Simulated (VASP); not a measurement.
Al4N3: single point with r2SCAN

Al4N3:

```
CELL_PARAMETERS angstrom
3.11266 0.00000 0.00000
-1.55633 2.69564 0.00000
0.00000 0.00000 9.80898
ATOMIC_POSITIONS crystal
Al 0.00000 0.00000 0.49581
Al 0.33333 0.66667 0.75891
Al 0.00000 0.00000 0.98090
Al 0.33333 0.66667 0.23878
N 0.33333 0.66667 0.43313
N 0.00000 0.00000 0.69047
N 0.00000 0.00000 0.17700
```

* Program: VASP 6.6.1
* Task: single point
* Functional: r2SCAN
* Potentials or basis: VASP PAW PBE potentials, release 64 (Al, N)
* Cutoff: 520 eV
* k mesh: 12 × 12 × 4
* Occupations: gaussian, width 0.1 eV
* Spin: no spin polarisation
* Dipole correction: no
* Further INCAR settings: ALGO = Normal; EDIFF = 1e-06; NBANDS = 22

```
Pressure               : -4.4 GPa
Largest force          : 0.118 eV/Å
Band gap on the k mesh : zero (an odd number of electrons rules out a gap without spin polarisation)
```

Forces on the atoms (eV/Å):
```
Al   0.000  0.000  0.017
Al   0.000  0.000 -0.118
Al   0.000  0.000  0.092
Al   0.000  0.000  0.031
N    0.000  0.000 -0.015
N    0.000  0.000  0.000
N    0.000  0.000 -0.007
```

Stress tensor (GPa, compression positive):
```
-4.29  0.00  0.00
 0.00 -4.29  0.00
 0.00  0.00 -4.57
```

Levels at points of the mesh, in eV from the Fermi level:
| k point | band 11 | band 12 | band 13 | band 14 | band 15 | band 16 |
| --- | --- | --- | --- | --- | --- | --- |
| (0.00, 0.00, 0.00) | -3.78 | -3.50 | -3.50 | 0.92 | 2.60 | 4.22 |
| (0.50, 0.00, 0.00) | -4.71 | -4.20 | -3.58 | -1.72 | 1.50 | 3.08 |
| (0.00, 0.00, 0.50) | -3.50 | -3.50 | -3.41 | 0.10 | 3.60 | 3.94 |
| (0.50, 0.00, 0.50) | -4.73 | -4.18 | -3.46 | -1.80 | 1.60 | 2.87 |

Run time: 5.2 min on 1 thread of AMD EPYC 9R45 96-Core Processor (Zen 5) (shared host), peak memory 0.24 GiB.

Caveat: the cell stands under tension; the PAW data sets were made with another functional, which shifts forces and pressure a little.
